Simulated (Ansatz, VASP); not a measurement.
AlC2 in VASP and in Ansatz

```
Al C
1.0
    -2.63879    2.63879    2.19653
     2.63879   -2.63879    2.19653
     2.63879    2.63879   -2.19653
Al C
2 4
Direct
  0.25000 0.25000 0.00000
  0.75000 0.75000 0.00000
  0.66700 0.16700 0.83400
  0.16700 0.33300 0.50000
  0.33300 0.83300 0.16600
  0.83300 0.66700 0.50000
```

Alike in both runs: task single point; functional PBE; k mesh 6 × 6 × 6; occupations gaussian, width 0.1 eV; no spin polarisation.

```csv
,VASP,Ansatz
version,VASP 6.6.1,Ansatz 0.2.0
potentials or method,"VASP PAW PBE potentials, release 64 (Al, C), cutoff 520 eV","scalar-relativistic, plane waves, PAW"
valence electrons in the cell,22,22
```

|  | VASP | Ansatz | Ansatz less VASP |
| --- | --- | --- | --- |
| gap on the k mesh at the Fermi level (eV) | none | none | - |
| pressure (GPa) | -5.8 | -5.8 | 0.00 |
| traceless stress, the component that is largest in VASP (GPa) | 39.01 | 39.02 | +0.014 |
| rms of the force components (eV/Å) | 0.145 | 0.146 | +0.0009 |

Atom by atom the forces differ by 0.001 eV/Å (rms over components). A gap of «none» marks a metal or a gap that the smearing closes.
